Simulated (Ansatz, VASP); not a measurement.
**Two plane-wave programs on Sn2TeAs2**

```
CELL_PARAMETERS angstrom
4.07640 0.00000 0.00000
-2.03820 3.53026 0.00000
0.00000 0.00000 9.38854
ATOMIC_POSITIONS crystal
Sn 0.66667 0.33333 0.77538
Sn 0.33333 0.66667 0.22462
Te 0.00000 0.00000 0.00000
As 0.66667 0.33333 0.40999
As 0.33333 0.66667 0.59001
```

Change from the starting cell: species swapped into the SrAl2Si2 type (P-3m1, No. 164).

Alike in both runs: functional PBE; k mesh 12 × 12 × 4; occupations gaussian, width 0.1 eV; no spin polarisation.

Ansatz relaxed the structure, and its values are those at the end. VASP's run is a single point on that final structure, the one shown.

|  | VASP | Ansatz |
| --- | --- | --- |
| version | VASP 6.6.1 | Ansatz 0.2.0 |
| potentials or method | VASP PAW PBE potentials, release 64 (Sn_d, Te, As), cutoff 520 eV | scalar-relativistic, plane waves, PAW |
| valence electrons in the cell | 44 | 74 |

```tsv
	VASP	Ansatz	Ansatz less VASP
gap on the k mesh at the Fermi level (eV)	none	none	-
pressure (GPa)	0.0	0.0	0.00
```

A gap of «none» marks a metal or a gap that the smearing closes. VASP's potentials hold 44 valence electrons a cell and Ansatz's 74, so a difference there can come from the potentials and not from the codes.

Spin-orbit coupling is off throughout.
